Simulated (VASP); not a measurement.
Here is a VASP 6.6.1 calculation.

The input INCAR:

```
ALGO = Fast
EDIFF = 1E-6
ENCUT = 520
GGA = PE
ISIF = 2
ISMEAR = 0
LASPH = T
LCHARG = F
LREAL = F
LWAVE = F
NBANDS = 16
NELM = 100
PREC = Accurate
SIGMA = 0.15
```

The input KPOINTS:

```
k-points
0
Gamma
  10 10 14
```

POSCAR

```
Al2Cu
1.0
    4.1211626268      0.0000000000      0.0000000000
    0.0000000000      4.1211626268      0.0000000000
    0.0000000000      0.0000000000      2.8847334069
Al Cu
2 1
Direct
    0.5000000000      0.0078152784      0.5000000000
    0.0000000000      0.4655437038      0.5000000000
    0.0000000000      0.0113117371      0.0000000000
```

Potentials or basis: VASP PAW PBE potentials, release 64 (Al, Cu).

Run with:

```sh
$ cat potpaw_PBE.64/Al/POTCAR potpaw_PBE.64/Cu/POTCAR > POTCAR
$ mpirun -np 1 vasp_std > vasp.out
```

Predict the largest force.

1.691 eV/Å.

What does it give for the pressure?

1.6 GPa.

Forces in eV/Å, atoms in the order of the input:
```
Al   0.000 -0.376  0.000
Al   0.000  1.691  0.000
Cu   0.000 -1.315  0.000
```

Caveat: the cell differs from its parent crystal (mode 4 frozen in at +0.000 Å and mode 9 at -0.142 Å (largest displacements)); forces of over 1 eV/Å act on the atoms, so gaps and moduli don't describe the material at rest.
